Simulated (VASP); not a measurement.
A run of VASP 6.6.1:

POSCAR

```
Ag
1.0
    2.6468679787      0.0000000000      0.0000000000
    0.0000000000      2.6468679787      0.0000000000
    0.0000000000      0.0000000000      2.6468679787
Ag
1
Direct
    0.0000000000      0.0000000000      0.0000000000
```

INCAR.step1

```
SYSTEM = Ag
  ALGO = Normal
  EDIFF = 1E-6
  ENCUT = 520
  ISIF = 2
  ISMEAR = -1
  LASPH = .True.
  LCHARG = .True.
  LMAXMIX = 4
  LREAL = .False.
  LWAVE = .False.
  NBANDS = 12
  NELM = 100
  PREC = Accurate
  SIGMA = 0.1
```

The input KPOINTS.step1:

```
k-points
0
Gamma
  16 16 16
  0 0 0
```

INCAR.step2

```
SYSTEM = Ag
  ALGO = Normal
  EDIFF = 1E-6
  ENCUT = 520
  ICHARG = 11
  ISIF = 2
  ISMEAR = -5
  LASPH = .True.
  LCHARG = .False.
  LMAXMIX = 4
  LORBIT = 11
  LREAL = .False.
  LWAVE = .False.
  NBANDS = 12
  NEDOS = 2001
  NELM = 100
  PREC = Accurate
  SIGMA = 0.1
```

File KPOINTS.step2:

```
k-points
0
Gamma
  24 24 24
  0 0 0
```

Potentials or basis: VASP PAW LDA potentials, release 64 (Ag).

Command:

```bash
$ cat potpaw_LDA.64/Ag/POTCAR > POTCAR
$ cp INCAR.step1 INCAR
$ cp KPOINTS.step1 KPOINTS
$ mpirun -np 1 vasp_std > vasp.out
$ cp INCAR.step2 INCAR
$ cp KPOINTS.step2 KPOINTS
$ mpirun -np 1 vasp_std > vasp.out
```

Hardware: 1 thread of Intel Xeon 6975P-C, on a shared host.

Question: Estimate the wall time of this run.

Answer: Wall time 39 s on 1 thread of Intel Xeon 6975P-C, on a shared host, peak memory 0.21 GiB. Counts: k points 455.
